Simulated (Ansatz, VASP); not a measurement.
## One calculation of BePd, two programs

```xyz
2
Lattice="2.7849 0.0000 0.0000 0.0000 2.7849 0.0000 0.0000 0.0000 2.8130" Properties=species:S:1:pos:R:3 pbc="T T T"
Be    0.0000    0.0000    0.0000
Pd    1.3924    1.3924    1.4065
```

Change from the starting cell: equal xx and yy strain of -1 %, PAW files.

Alike in both runs: task electric field gradients; functional LDA; k mesh 12 × 12 × 12; occupations fermi-dirac, width 0.08 eV; no spin polarisation.

|  | VASP | Ansatz |
| --- | --- | --- |
| version | VASP 6.6.1 | Ansatz 0.2.0 |
| potentials or method | VASP PAW LDA potentials, release 64 (Be, Pd) | PAW with Ansatz's default frozen-core files, scalar-relativistic |
| plane-wave cutoff (eV) | 520 | 420 |
| valence electrons in the cell | 12 | 20 |

|  | VASP | Ansatz | Ansatz less VASP |
| --- | --- | --- | --- |
| pressure (GPa) | -3.8 | -4.4 | -0.62 |
| traceless stress, the component that is largest in VASP (GPa) | -0.30 | -0.30 | +0.006 |
| size of Vzz on the site where it differs most (V/Å²) | 5.1 | 3.7 | -1.45 |

LDA's correlation is that of Perdew and Zunger in VASP and of Perdew and Wang (1992) in Ansatz. VASP's potentials hold 12 valence electrons a cell and Ansatz's 20, so a difference there can come from the potentials and not from the codes.
